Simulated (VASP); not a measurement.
MoS2: relaxation of cell and atoms with PBE+D3(BJ)

Crystal: MoS2.

```xyz
3
Lattice="3.1484 0.0000 0.0000 -1.5742 2.7266 0.0000 0.0000 0.0000 6.6850" Properties=species:S:1:pos:R:3 pbc="T T T"
Mo    0.0000    0.0000    0.0000
S     0.0000    1.8177    1.5675
S     0.0000    1.8177    5.1175
```

| Item | Value |
| --- | --- |
| Program | VASP 6.6.1 |
| Task | relaxation of cell and atoms |
| Functional | PBE |
| Dispersion | D3(BJ) |
| Potentials or basis | VASP PAW PBE potentials, release 64 (Mo_sv, S) |
| Cutoff | 600 eV |
| k mesh | 12 × 12 × 4 |
| Occupations | gaussian, width 0.02 eV |
| Spin | no spin polarisation |
| Dipole correction | no |
| Further INCAR settings | ALGO = Normal; EDIFF = 1e-06; IBRION = 2; EDIFFG = -0.005; NSW = 100; ISIF = 3 |

The relaxed volume is 19.00 Å³/atom and the relaxed cell is a = 3.149 Å, b = 3.149 Å, c = 6.639 Å, α = 90.00°, β = 90.00°, γ = 120.00°. The space group after relaxing (to 0.1 Å) is P-6m2 (No. 187). The energy gained by relaxing is 0.1 meV/atom. The ionic steps are 18, the pressure after relaxing is 0.0 GPa and the band gap on the k mesh is 1.21 eV (least direct gap 1.76 eV). The dispersion energy per atom is -0.398 eV.

Forces on the atoms (eV/Å):
```
Mo   0.000  0.000  0.000
S    0.000  0.000 -0.003
S    0.000  0.000  0.003
```

The path:
```tsv
step	energy change (eV)	largest force (eV/Å)	pressure (GPa)	volume (Å³)
1	0.0000	0.0074	-0.15	57.39
2	0.0000	0.0673	0.27	57.24
3	-0.0001	0.0283	0.06	57.31
4	-0.0002	0.0262	-0.01	57.31
5	-0.0002	0.0231	-0.16	57.30
6	-0.0002	0.0246	-0.11	57.30
7	-0.0002	0.0205	-0.11	57.26
8	-0.0004	0.0094	-0.11	57.14
9	-0.0004	0.0130	-0.04	56.90
10	-0.0004	0.0033	-0.05	57.01
11	-0.0004	0.0013	-0.06	57.02
12	-0.0004	0.0076	0.05	56.99
13	-0.0004	0.0067	0.05	57.00
14	-0.0004	0.0045	0.03	57.00
15	-0.0004	0.0037	0.01	57.01
16	-0.0004	0.0042	0.00	57.01
17	-0.0004	0.0045	0.00	57.00
18	-0.0004	0.0028	-0.01	57.01
```

Final structure:
```
Mo S
1.0
     3.14877    0.00000    0.00000
    -1.57438    2.72691    0.00000
     0.00000    0.00000    6.63898
Mo S
1 2
Direct
  0.00000 0.00000 0.00000
  0.33333 0.66667 0.23592
  0.33333 0.66667 0.76408
```

Levels at points of the mesh, in eV from the valence-band top:
```tsv
k point	band 9	band 10	band 11	band 12	band 13	band 14	band 15	band 16	band 17
(0.00, 0.00, 0.00)	-3.01	-1.87	-1.87	-1.49	-0.94	2.45	2.45	2.60	2.60
(0.50, 0.00, 0.00)	-4.79	-3.58	-1.98	-1.38	-1.30	1.93	2.33	3.85	4.05
(0.00, 0.00, 0.50)	-3.00	-3.00	-1.89	-1.89	0.00	2.38	2.38	2.70	2.70
(0.50, 0.00, 0.50)	-4.38	-3.61	-2.83	-1.30	-0.87	1.95	2.53	3.18	3.86
```

Run time: 4.3 min on 1 thread of Intel(R) Xeon(R) 6975P-C (Granite Rapids), with other jobs on the host, peak memory 0.26 GiB.

A k mesh can miss the band edges.
